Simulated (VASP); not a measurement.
Crystal: Si2Ge3.

```
CELL_PARAMETERS angstrom
2.75621 0.00000 0.00000
-1.37811 2.38695 0.00000
0.00000 0.00000 13.64328
ATOMIC_POSITIONS crystal
Si 0.00000 0.00000 0.90437
Si 0.00000 0.00000 0.09563
Ge 0.00000 0.00000 0.29360
Ge 0.00000 0.00000 0.50000
Ge 0.00000 0.00000 0.70640
```

- Program: VASP 6.6.1
- Task: relaxation of cell and atoms
- Functional: PBE
- Potentials or basis: VASP PAW PBE potentials, release 64 (Si, Ge_d)
- Cutoff: 600 eV
- k mesh: 18 × 18 × 4
- Occupations: gaussian, width 0.1 eV
- Spin: no spin polarisation

At the start: pressure -1.0 GPa; volume 17.95 Å³/atom.

Question: Where does the relaxation end?

Answer: Over 14 steps the energy falls by 29.9 meV/atom and the volume is 17.69 Å³/atom (-1.4 %); space group P6/mmm (No. 191, to 0.1 Å) before and after.

Step by step:
```tsv
step	energy change (eV)	largest force (eV/Å)	pressure (GPa)	volume (Å³)
1	0.0000	0.1739	-0.96	89.76
2	-0.1449	0.1153	-0.05	88.27
3	-0.1452	0.1144	-0.04	88.19
4	-0.1452	0.1149	-0.05	88.22
5	-0.1469	0.0961	0.11	88.16
6	-0.1489	0.0570	0.18	88.00
7	-0.1497	0.0063	0.05	88.38
8	-0.1497	0.0072	0.10	88.37
9	-0.1496	0.0062	-0.17	88.61
10	-0.1497	0.0033	0.05	88.43
11	-0.1497	0.0028	-0.21	88.49
12	-0.1497	0.0026	0.11	88.45
13	-0.1497	0.0029	-0.15	88.47
14	-0.1497	0.0021	0.01	88.46
```

Final structure:
```
CELL_PARAMETERS angstrom
2.80055 0.00000 0.00000
-1.40028 2.42535 0.00000
0.00000 0.00000 13.02341
ATOMIC_POSITIONS crystal
Si 0.00000 0.00000 0.90615
Si 0.00000 0.00000 0.09385
Ge 0.00000 0.00000 0.29086
Ge 0.00000 0.00000 0.50000
Ge 0.00000 0.00000 0.70914
```

Caveat: the highest band is partly filled, so the run has too few bands.
